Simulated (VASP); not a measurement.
MgS:

```
Mg S
1.0
     4.02863   -0.02014    0.00000
    -2.03176    3.49896    0.00000
     0.00000    0.00000    6.45439
Mg S
2 2
Cartesian
  -0.0090 2.3259 -0.0185
  2.0058 1.1529 3.2087
  -0.0040 2.3260 2.4389
  2.0009 1.1528 5.6661
```

This cell differs from its parent crystal: shear xy strain -1.0%.

Base run:

```yaml
Program: VASP 6.6.1
Functional: r2SCAN
Potentials_or_basis: VASP PAW PBE potentials, release 64 (Mg, S)
Cutoff: 520 eV
k_mesh: 12 × 12 × 4
Occupations: gaussian, width 0.01 eV
Spin: no spin polarisation
```

Its results: band gap on the k mesh 4.13 eV, direct; pressure -0.3 GPa; largest force 0.005 eV/Å.

Task: The run is repeated on the same cell with these changes: functional from r2SCAN to PBE; occupations from gaussian, width 0.01 eV to fermi-dirac, width 0.02 eV. What comes out?

Result: Band gap on the k mesh 3.46 eV, direct; pressure 0.9 GPa; largest force 0.005 eV/Å.

Caveats: the PAW data sets were made with another functional, which shifts forces and pressure a little (some runs).

A k mesh can miss the band edges.
